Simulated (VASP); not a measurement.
The system is KBe5C2.

```xyz
8
Lattice="5.7941 0.0000 0.0000 -2.8971 5.0179 0.0000 0.0000 0.0000 3.4868" Properties=species:S:1:pos:R:3 pbc="T T T"
K     0.0000    0.0000    0.0000
Be    0.0000    3.3453    0.0000
Be   -1.4485    2.5089    1.7434
Be    1.4485    2.5089    1.7434
Be    2.8971    0.0000    1.7434
Be    2.8971    1.6726    0.0000
C     0.0000    3.3453    1.7434
C     2.8971    1.6726    1.7434
```

The cell was generated, and may not be a known phase.

* Program: VASP 6.6.1
* Task: relaxation of cell and atoms
* Functional: PBE
* Potentials or basis: VASP PAW PBE potentials, release 64 (K_sv, Be, C)
* Cutoff: 600 eV
* k mesh: 6 × 6 × 12
* Occupations: gaussian, width 0.1 eV
* Spin: no spin polarisation

At the start: pressure 1.8 GPa; volume 12.67 Å³/atom.

Where does the relaxation end?

Over 4 steps the energy falls by 12.6 meV/atom and the volume is 13.02 Å³/atom (+2.7 %); space group P6/mmm (No. 191, to 0.1 Å) before and after.

Step by step:
```tsv
step	energy change (eV)	largest force (eV/Å)	pressure (GPa)	volume (Å³)
1	0.0000	0.0000	1.84	101.38
2	-0.0940	0.0000	0.45	103.48
3	-0.1005	0.0000	0.05	104.22
4	-0.1005	0.0000	0.07	104.17
```

Final structure:
```xyz
8
Lattice="5.9346 0.0000 0.0000 -2.9673 5.1395 0.0000 0.0000 0.0000 3.4151" Properties=species:S:1:pos:R:3 pbc="T T T"
K     0.0000    0.0000    0.0000
Be    0.0000    3.4264    0.0000
Be   -1.4837    2.5698    1.7076
Be    1.4837    2.5698    1.7076
Be    2.9673    0.0000    1.7076
Be    2.9673    1.7132    0.0000
C     0.0000    3.4264    1.7076
C     2.9673    1.7132    1.7076
```
